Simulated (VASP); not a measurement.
Crystal: AlN.

```
CELL_PARAMETERS angstrom
0.03077 2.00926 2.00926
2.00926 0.03077 2.00926
2.00926 2.00926 0.03077
ATOMIC_POSITIONS crystal
Al 0.00000 0.00000 0.00000
N 0.50000 0.50000 0.50000
```

This cell differs from its parent crystal: epitaxial 111 strain -2.0%.

Base run:

* Program: VASP 6.6.1
* Functional: r2SCAN
* Potentials or basis: VASP PAW PBE potentials, release 64 (Al, N)
* Cutoff: 520 eV
* k mesh: 10 × 10 × 10
* Occupations: gaussian, width 0.01 eV
* Spin: no spin polarisation

Its results: band gap on the k mesh 5.53 eV, indirect (least direct gap 7.00 eV); pressure 10.4 GPa.

Question: The run is repeated on the same cell with these changes: functional from r2SCAN to PBE; occupations from gaussian, width 0.01 eV to fermi-dirac, width 0.02 eV. What comes out?

Answer: Band gap on the k mesh 4.73 eV, indirect (least direct gap 6.14 eV); pressure 17.3 GPa.

Caveats: the PAW data sets were made with another functional, which shifts forces and pressure a little (some runs).

A k mesh can miss the band edges.
